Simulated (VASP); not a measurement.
A run of VASP 6.6.1 is set up as follows.

The input INCAR:

```
  PREC = Accurate
  ENCUT = 520
  EDIFF = 1E-6
  ISMEAR = 0
  SIGMA = 0.01
  LREAL = False
  LASPH = True
  NELM = 100
  ALGO = Normal
  ISIF = 2
  LWAVE = False
  LCHARG = True
  GGA = PE
  LELF = True
  LVHAR = True
  NBANDS = 39
```

KPOINTS

```
Automatic mesh
0
Gamma
  12 12 2
```

The input POSCAR:

```
GeSb4Te4
1.0
    4.3138403201      0.0000000000      0.0000000000
   -2.1569201601      3.7358953050      0.0000000000
    0.0000000000      0.0000000000     18.0015813368
Ge Sb Te
1 4 4
Direct
    0.0000000000      0.0000000000      0.0000000000
    0.3333333335      0.6666666665      0.5434416454
    0.6666666665      0.3333333335      0.4565583546
    0.6666666638      0.3333333362      0.7932954160
    0.3333333362      0.6666666638      0.2067045840
    0.3333333326      0.6666666674      0.9056672620
    0.6666666674      0.3333333326      0.0943327380
   -0.0000000016      0.0000000016      0.6979592771
    0.0000000016     -0.0000000016      0.3020407229
```

Potentials or basis: VASP PAW PBE potentials, release 64 (Ge_d, Sb, Te).

Run with:

```sh
$ cat potpaw_PBE.64/Ge_d/POTCAR potpaw_PBE.64/Sb/POTCAR potpaw_PBE.64/Te/POTCAR > POTCAR
$ mpirun -np 1 vasp_std > vasp.out
```

Task: What does it give for the largest force?

Result: 0.059 eV/Å.

Task: What does it give for the pressure?

Result: -0.1 GPa.

Forces on the atoms (eV/Å):
```
Ge   0.000  0.000  0.000
Sb   0.000  0.000  0.059
Sb   0.000  0.000 -0.059
Sb   0.000  0.000  0.020
Sb   0.000  0.000 -0.020
Te   0.000  0.000 -0.010
Te   0.000  0.000  0.010
Te   0.000  0.000 -0.017
Te   0.000  0.000  0.017
```

Caveat: the cell differs from its parent crystal (uniaxial strain along c: +2.0 %, then relaxed in part).
